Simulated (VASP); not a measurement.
Crystal: Ti.

```xyz
2
Lattice="2.9500 0.0000 0.0000 -1.4750 2.5548 0.0000 0.0000 0.0000 4.6860" Properties=species:S:1:pos:R:3 pbc="T T T"
Ti    0.0000    1.7032    1.1715
Ti    1.4750    0.8516    3.5145
```

- Program: VASP 6.6.1
- Task: relaxation of cell and atoms
- Functional: PBEsol
- Potentials or basis: VASP PAW PBE potentials, release 64 (Ti_sv)
- Cutoff: 600 eV
- k mesh: 12 × 12 × 7
- Occupations: fermi-dirac, width 0.05 eV
- Spin: collinear spin, ferromagnetic start
- Starting moments: [1.0, 1.0] μB

At the start: pressure -6.1 GPa; volume 17.66 Å³/atom.

Problem. How do energy, volume and symmetry change on relaxing?

Solution. Over 5 steps the energy falls by 19.2 meV/atom and the volume is 16.69 Å³/atom (-5.5 %); space group P6_3/mmc (No. 194, to 0.05 Å); moment 0.00 μB per cell.

The path:
```
step  energy change (eV)  largest force (eV/Å)  pressure (GPa)  volume (Å³)
   1              0.0000                0.0000           -6.06        35.32
   2             -0.0162                0.0000            5.33        32.01
   3             -0.0383                0.0000           -0.01        33.39
   4             -0.0383                0.0000            0.08        33.35
   5             -0.0383                0.0000            0.01        33.39
```

Final structure:
```
Ti
1.0
     2.89787    0.00000    0.00000
    -1.44893    2.50963    0.00000
     0.00000    0.00000    4.59098
Ti
2
Direct
  0.33333 0.66667 0.25000
  0.66667 0.33333 0.75000
```

Caveat: the PAW data sets were made with another functional, which shifts forces and pressure a little.
